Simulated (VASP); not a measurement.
# TiO2 (Rutile) (P4_2/mnm) in VASP: a series of runs, part 2 of 2

VASP 6.6.1. The steps go on from the part before.

### Step 3. Electric field gradients, r2SCAN

POSCAR

```
TiO2
1.0
    4.5940000000      0.0000000000      0.0000000000
    0.0000000000      4.5940000000      0.0000000000
    0.0000000000      0.0000000000      2.9590000000
Ti O
2 4
Direct
    0.0000000000      0.0000000000      0.0000000000
    0.5000000000      0.5000000000      0.5000000000
    0.3042802931      0.3042802931      0.0000000000
    0.1957197069      0.8042802931      0.5000000000
    0.6957197069      0.6957197069      0.0000000000
    0.8042802931      0.1957197069      0.5000000000
```

INCAR.step1

```
  ALGO = Normal
  EDIFF = 1E-4
  ENCUT = 520
  GGA = PE
  ISMEAR = -1
  LASPH = T
  LCHARG = F
  LREAL = F
  LWAVE = T
  NBANDS = 33
  NELM = 100
  PREC = Accurate
  SIGMA = 0.02
```

INCAR.step2

```
  ALGO = Normal
  EDIFF = 1E-8
  ENCUT = 520
  ISIF = 2
  ISMEAR = -1
  ISTART = 1
  LASPH = T
  LCHARG = F
  LEFG = T
  LMIXTAU = T
  LREAL = F
  LWAVE = F
  METAGGA = R2SCAN
  NBANDS = 33
  NELM = 100
  PREC = Accurate
  SIGMA = 0.02
```

KPOINTS

```
k-points
0
Gamma
  7 7 10
```

Potentials or basis: VASP PAW PBE potentials, release 64 (Ti_sv, O).

The run is started by

```sh
$ cat potpaw_PBE.64/Ti_sv/POTCAR potpaw_PBE.64/O/POTCAR > POTCAR
$ cp INCAR.step1 INCAR
$ mpirun -np 1 vasp_std > vasp.out
$ cp INCAR.step2 INCAR
$ mpirun -np 1 vasp_std > vasp.out
```

OUTCAR:

```text
EDIFF = 1E-8
   ENCUT = 520
   ISIF = 2
   ISMEAR = -1
   ISTART = 1
   LASPH = T
   LREAL = F
   METAGGA = R2SCAN
   NELM = 100
   PREC = Accurate

 ion  position               nearest neighbor table
   1  0.000  0.000  0.000-   4 1.95   6 1.95   4 1.95   6 1.95   5 1.98   3 1.98
   2  0.500  0.500  0.500-   3 1.95   5 1.95   3 1.95   5 1.95   4 1.98   6 1.98
   3  0.304  0.304  0.000-   2 1.95   2 1.95   1 1.98
   4  0.196  0.804  0.500-   1 1.95   1 1.95   2 1.98
   5  0.696  0.696  0.000-   2 1.95   2 1.95   1 1.98
   6  0.804  0.196  0.500-   1 1.95   1 1.95   2 1.98

  LATTYP: Found a simple tetragonal cell.
 ALAT       =     4.5940000000
 C/A-ratio  =     0.6441010013

  Lattice vectors:

 A1 = (   4.5940000000,   0.0000000000,   0.0000000000)
 A2 = (   0.0000000000,   4.5940000000,   0.0000000000)
 A3 = (   0.0000000000,   0.0000000000,   2.9590000000)

Analysis of symmetry for initial positions (statically):
=====================================================================
 Subroutine PRICEL returns:
 Original cell was already a primitive cell.

 Routine SETGRP: Setting up the symmetry group for a
 simple tetragonal supercell.

 Subroutine GETGRP returns: Found 16 space group operations
 (whereof  8 operations were pure point group operations)
 out of a pool of 16 trial point group operations.

The static configuration has the point symmetry D_2h.
 The point group associated with its full space group is D_4h.

[... 1047 lines left out ...]
  -------------------------------------------------------------------------------------
  Total        0.3515188      0.3515188      0.3269370     -0.0000000      0.0000000      0.0000000
  in kB        9.0184560      9.0184560      8.3877926     -0.0000000      0.0000000      0.0000000
  external PRESSURE =       8.8082348 kB  Pullay stress =       0.0000000 kB

 VOLUME and BASIS-vectors are now :
 -----------------------------------------------------------------------------
  energy-cutoff  :      520.00
  volume of cell :       62.45
      direct lattice vectors                 reciprocal lattice vectors
     4.594000000  0.000000000  0.000000000     0.217675229  0.000000000  0.000000000
     0.000000000  4.594000000  0.000000000     0.000000000  0.217675229  0.000000000
     0.000000000  0.000000000  2.959000000     0.000000000  0.000000000  0.337952011

 POSITION                                       TOTAL-FORCE (eV/Angst)
 -----------------------------------------------------------------------------------
      0.00000      0.00000      0.00000         0.000000      0.000000     -0.000000
      2.29700      2.29700      1.47950         0.000000      0.000000     -0.000000
      1.39786      1.39786      0.00000         0.012754      0.012754      0.000000
      0.89914      3.69486      1.47950        -0.012754      0.012754     -0.000000
      3.19614      3.19614      0.00000        -0.012754     -0.012754     -0.000000
      3.69486      0.89914      1.47950         0.012754     -0.012754     -0.000000
 -----------------------------------------------------------------------------------
    total drift:                                0.000000      0.000000     -0.000000

  FREE ENERGIE OF THE ION-ELECTRON SYSTEM (eV)
  ---------------------------------------------------
  free  energy   TOTEN  =       -69.7948353343 eV

  energy  without entropy=      -69.7948353343  energy(sigma->0) =      -69.79483533

 Electric field gradients (V/A^2)
---------------------------------------------------------------------
 ion       V_xx      V_yy      V_zz      V_xy      V_xz      V_yz
---------------------------------------------------------------------
   1      10.411    10.411   -20.821     1.511     0.000    -0.000
   2      10.411    10.411   -20.821    -1.511     0.000    -0.000
   3      -0.795    -0.795     1.590    24.932    -0.000     0.000
   4      -0.795    -0.795     1.590   -24.932    -0.000    -0.000
   5      -0.795    -0.795     1.590    24.932     0.000     0.000
   6      -0.795    -0.795     1.590   -24.932     0.000    -0.000
---------------------------------------------------------------------

 Electric field gradients after diagonalization (V/A^2)
 (convention: |V_zz| > |V_xx| > |V_yy|)
----------------------------------------------------------------------
 ion       V_xx      V_yy      V_zz     asymmetry (V_yy - V_xx)/ V_zz
----------------------------------------------------------------------
   1      11.922     8.900   -20.821       0.145
   2      11.922     8.900   -20.821       0.145
   3      24.137     1.590   -25.727       0.876
   4      24.137     1.590   -25.727       0.876
   5      24.137     1.590   -25.727       0.876
   6      24.137     1.590   -25.727       0.876
----------------------------------------------------------------------

           NMR quadrupolar parameters

 Cq : quadrupolar parameter    Cq=e*Q*V_zz/h
 eta: asymmetry parameters     (V_yy - V_xx)/ V_zz
 Q  : nuclear electric quadrupole moment in mb (millibarn)
----------------------------------------------------------------------
 ion       Cq(MHz)       eta       Q (mb)
----------------------------------------------------------------------
   1      -0.050       0.145       1.000
   2      -0.050       0.145       1.000
   3      -0.062       0.876       1.000
   4      -0.062       0.876       1.000
   5      -0.062       0.876       1.000
   6      -0.062       0.876       1.000
----------------------------------------------------------------------
```

OUTCAR.step1:

```text
EDIFF = 1E-4
   ENCUT = 520
   GGA = PE
   ISMEAR = -1
   LASPH = T
[... 1102 lines left out ...]
      1.39786      1.39786      0.00000        -0.019144     -0.019144     -0.000000
      0.89914      3.69486      1.47950         0.019144     -0.019144     -0.000000
      3.19614      3.19614      0.00000         0.019144      0.019144      0.000000
      3.69486      0.89914      1.47950        -0.019144      0.019144      0.000000
 -----------------------------------------------------------------------------------
    total drift:                                0.000000      0.000000     -0.000000

  FREE ENERGIE OF THE ION-ELECTRON SYSTEM (eV)
  ---------------------------------------------------
  free  energy   TOTEN  =       -53.6466319764 eV

  energy  without entropy=      -53.6466319764  energy(sigma->0) =      -53.64663198
```

OSZICAR.step1:

```text
N       E                     dE             d eps       ncg     rms          rms(c)
DAV:   1     0.652045163577E+03    0.65205E+03   -0.24398E+04  3960   0.172E+03
DAV:   2     0.254620895913E+02   -0.62658E+03   -0.57987E+03  4320   0.512E+02
DAV:   3    -0.661483269288E+02   -0.91610E+02   -0.89474E+02  5243   0.189E+02
DAV:   4    -0.709585455066E+02   -0.48102E+01   -0.47991E+01  5793   0.412E+01
DAV:   5    -0.711411140100E+02   -0.18257E+00   -0.18254E+00  5221   0.648E+00    0.314E+01
DAV:   6    -0.539644777278E+02    0.17177E+02   -0.75104E+01  5219   0.886E+01    0.110E+01
DAV:   7    -0.539199712872E+02    0.44506E-01   -0.13298E+01  4949   0.328E+01    0.918E+00
DAV:   8    -0.538056137511E+02    0.11436E+00   -0.47480E-01  4960   0.513E+00    0.742E+00
DAV:   9    -0.538213280681E+02   -0.15714E-01   -0.13979E+00  5110   0.139E+01    0.373E+00
DAV:  10    -0.536556869233E+02    0.16564E+00   -0.71912E-01  5006   0.842E+00    0.887E-01
DAV:  11    -0.536483078115E+02    0.73791E-02   -0.32341E-02  4658   0.140E+00    0.503E-01
DAV:  12    -0.536471961915E+02    0.11116E-02   -0.84789E-03  4615   0.820E-01    0.196E-01
DAV:  13    -0.536466409448E+02    0.55525E-03   -0.11597E-03  5170   0.321E-01    0.612E-02
DAV:  14    -0.536466319764E+02    0.89684E-05   -0.74496E-05  2558   0.765E-02
   1 F= -.53646632E+02 E0= -.53646632E+02  d E =-.109494E-11
```

Run time: 9.3 min. Hardware: 1 thread of Intel Xeon Platinum 8259CL at 2.50GHz (Skylake/Cascade Lake), shared host; peak memory 0.24 GiB.

Results:

| Item | Value |
| --- | --- |
| Free energy | -69.7948 eV |
| Pressure | 0.9 GPa |
| Largest force | 0.018 eV/Å |
| Band gap on the k mesh | 2.21 eV, direct |

Forces on the atoms (eV/Å):
```
Ti   0.000  0.000  0.000
Ti   0.000  0.000  0.000
O    0.013  0.013  0.000
O   -0.013  0.013  0.000
O   -0.013 -0.013  0.000
O    0.013 -0.013  0.000
```

Levels at points of the mesh, in eV from the valence-band top:
```tsv
k point	band 20	band 21	band 22	band 23	band 24	band 25	band 26	band 27	band 28	band 29
(0.00, 0.00, 0.00)	-2.10	-0.78	-0.50	-0.50	0.00	2.21	2.53	2.76	2.86	2.86
(0.00, 0.00, 0.50)	-2.89	-2.42	-2.42	-1.49	-1.49	3.33	3.33	3.56	3.56	4.03
```

Electric field gradients, principal values (V/Å²):
```
atom  least  middle  greatest (by size)
1 Ti  8.900  11.922             -20.821
2 Ti  8.900  11.922             -20.821
 3 O  1.590  24.137             -25.727
 4 O  1.590  24.137             -25.727
 5 O  1.590  24.137             -25.727
 6 O  1.590  24.137             -25.727
```

Caveat: without QUAD_EFG the Cq values of the log hold for a quadrupole moment of 1 mb, not for the nuclei; the PAW data sets were made with another functional, which shifts forces and pressure a little. r2SCAN opens gaps a little over a GGA but as a rule still falls short of measured ones.
